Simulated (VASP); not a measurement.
Input of a VASP 6.6.1 run:

Contents of INCAR:

```
PREC = Accurate
ENCUT = 520
EDIFF = 1E-7
ISMEAR = 0
SIGMA = 0.01
LREAL = False
LASPH = True
NELM = 100
ALGO = Normal
ISIF = 2
LWAVE = False
LCHARG = False
GGA = PE
NBANDS = 26
```

The input KPOINTS:

```
regular mesh
0
Gamma
  6 6 2
```

Contents of POSCAR:

```
Si
1.0
    3.7802083943      0.0000000000      0.0000000000
   -1.8901041972      3.2737565010      0.0000000000
    0.0000000000      0.0000000000     12.4172388119
Si
8
Direct
    0.0000000000      0.0000000000      0.0005003176
    0.3333333333      0.6666666667      0.2496538927
    0.0000000000      0.0000000000      0.5005003176
    0.6666666667      0.3333333333      0.7496538927
    0.0000000000      0.0000000000      0.1869996824
    0.3333333333      0.6666666667      0.4378461073
    0.0000000000      0.0000000000      0.6869996824
    0.6666666667      0.3333333333      0.9378461073
```

Potentials or basis: VASP PAW PBE potentials, release 64 (Si).

The run is started by

```bash
$ cat potpaw_PBE.64/Si/POTCAR > POTCAR
$ mpirun -np 1 vasp_std > vasp.out
```

(1) What does it give for the largest force?

(2) Predict the band gap on the k mesh.

(3) Predict the pressure.

Results:

(1) 0.008 eV/Å.

(2) 0.47 eV (least direct gap 1.42 eV).

(3) 6.2 GPa.

Caveat: the cell stands under pressure.
